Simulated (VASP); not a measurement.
Crystal: KF.

```xyz
2
Lattice="0.0000 2.6735 2.6735 2.6735 0.0000 2.6735 2.6735 2.6735 0.0000" Properties=species:S:1:pos:R:3 pbc="T T T"
K     0.0000    0.0000    0.0000
F     2.6735    2.6735    2.6735
```

| Quantity | Value |
| --- | --- |
| Program | VASP 6.6.1 |
| Task | relaxation of cell and atoms |
| Functional | PBE |
| Potentials or basis | VASP PAW PBE potentials, release 64 (K_sv, F) |
| Cutoff | 600 eV |
| k mesh | 8 × 8 × 8 |
| Occupations | gaussian, width 0.02 eV |
| Spin | no spin polarisation |

At the start: pressure 1.3 GPa; volume 19.11 Å³/atom.

Task: How do energy, volume and symmetry change on relaxing?

Result: Over 3 steps the energy falls by 3.2 meV/atom and the volume is 19.92 Å³/atom (+4.2 %); space group Fm-3m (No. 225, to 0.1 Å) before and after.

Step by step:
| step | energy change (eV) | largest force (eV/Å) | pressure (GPa) | volume (Å³) |
| --- | --- | --- | --- | --- |
| 1 | 0.0000 | 0.0000 | 1.32 | 38.22 |
| 2 | -0.0051 | 0.0000 | 0.56 | 39.09 |
| 3 | -0.0064 | 0.0000 | -0.01 | 39.84 |

Final structure:
```
K F
1.0
     0.00000    2.71075    2.71075
     2.71075    0.00000    2.71075
     2.71075    2.71075    0.00000
K F
1 1
Cartesian
  0.0000 0.0000 0.0000
  2.7107 2.7107 2.7107
```
